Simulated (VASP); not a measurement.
Here is a VASP 6.6.1 calculation.

The input INCAR:

```
  ALGO = Normal
  EDIFF = 1E-6
  ENCUT = 500
  GGA = PE
  GGA_COMPAT = False
  ISIF = 2
  ISMEAR = 0
  LASPH = True
  LCHARG = True
  LELF = True
  LREAL = False
  LVHAR = True
  LWAVE = False
  NBANDS = 18
  NELM = 120
  PREC = Accurate
  SIGMA = 0.1
```

The input KPOINTS:

```
k-points
0
Gamma
  6 6 4
```

The input POSCAR:

```
TaS2
1.0
    3.3828573416      0.0000000000      0.0000000000
   -1.6914286708      2.9296403952      0.0000000000
    0.0000000000      0.0000000000      6.1679785700
Ta S
1 2
Direct
    0.0000000000      0.0000000000      0.0000000000
    0.6666666667      0.3333333333      0.7542821200
    0.3333333333      0.6666666667      0.2457178800
```

Potentials or basis: VASP PAW PBE potentials, release 64 (Ta_pv, S).

Launch:

```bash
$ cat potpaw_PBE.64/Ta_pv/POTCAR potpaw_PBE.64/S/POTCAR > POTCAR
$ mpirun -np 1 vasp_std > vasp.out
```

(1) Estimate the largest force.

(2) What does it give for the band gap on the k mesh?

Answers

(1) 0.147 eV/Å.

(2) zero (an odd number of electrons rules out a gap without spin polarisation).

Caveat: spin-orbit coupling is left out, which moves the levels of the heavy elements.
